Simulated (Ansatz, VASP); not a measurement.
## One calculation of Li2S, two programs

```
Li S
1.0
     0.00000    2.85400    2.85400
     2.85400    0.00000    2.85400
     2.85400    2.85400    0.00000
Li S
2 1
Direct
  0.25000 0.25000 0.25000
  0.75000 0.75000 0.75000
  0.00000 0.00000 0.00000
```

Alike in both runs: task single point; functional PBE; k mesh 10 × 10 × 10; occupations gaussian, width 0.05 eV; no spin polarisation.

```csv
,VASP,Ansatz
version,VASP 6.6.1,Ansatz 0.2.0
potentials or method,"VASP PAW PBE potentials, release 64 (Li_sv, S), cutoff 750 eV","scalar-relativistic, plane waves, PAW"
valence electrons in the cell,12,12
```

Ansatz gave:

* gap on the k mesh at the Fermi level (eV): 3.39
* least direct gap on the mesh (eV): 4.24
* pressure (GPa): 0.0

Problem. Which values does VASP return?

Solution. gap on the k mesh at the Fermi level (eV): 3.39; least direct gap on the mesh (eV): 4.24; pressure (GPa): -0.2.

The functional is the same, so the differences come from potentials, cutoffs and numerics.
